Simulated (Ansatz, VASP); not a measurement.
## N in VASP and in Ansatz

```
N
1.0
     5.56052    0.00000    0.00000
     0.00000    5.56052    0.00000
     0.00000    0.00000    5.56052
N
8
Direct
  0.05740 0.05740 0.05740
  0.44260 0.94260 0.55740
  0.55740 0.44260 0.94260
  0.94260 0.55740 0.44260
  0.94260 0.94260 0.94260
  0.55740 0.05740 0.44260
  0.44260 0.55740 0.05740
  0.05740 0.44260 0.55740
```

Alike in both runs: task single point; functional r2SCAN; k mesh 4 × 4 × 4; occupations gaussian, width 0.1 eV; no spin polarisation.

|  | VASP | Ansatz |
| --- | --- | --- |
| version | VASP 6.6.1 | Ansatz 0.2.0 |
| potentials or method | VASP PAW PBE potentials, release 64 (N), cutoff 520 eV | scalar-relativistic, plane waves, PAW |
| valence electrons in the cell | 40 | 40 |

|  | VASP | Ansatz | Ansatz less VASP |
| --- | --- | --- | --- |
| gap on the k mesh at the Fermi level (eV) | 7.91 | 7.94 | +0.033 |
| least direct gap on the mesh (eV) | 7.94 | 7.97 | +0.033 |
| pressure (GPa) | 0.1 | -2.3 | -2.38 |
| rms of the force components (eV/Å) | 0.086 | 1.059 | +0.9728 |

VASP's potentials were made for PBE, not for r2SCAN. Atom by atom the forces differ by 1.146 eV/Å (rms over components). One of these differences is far larger than is usual between the two programs; its cause wasn't traced.

Noted on VASP's run: the standard files for N, O and F lose accuracy on very short bonds.
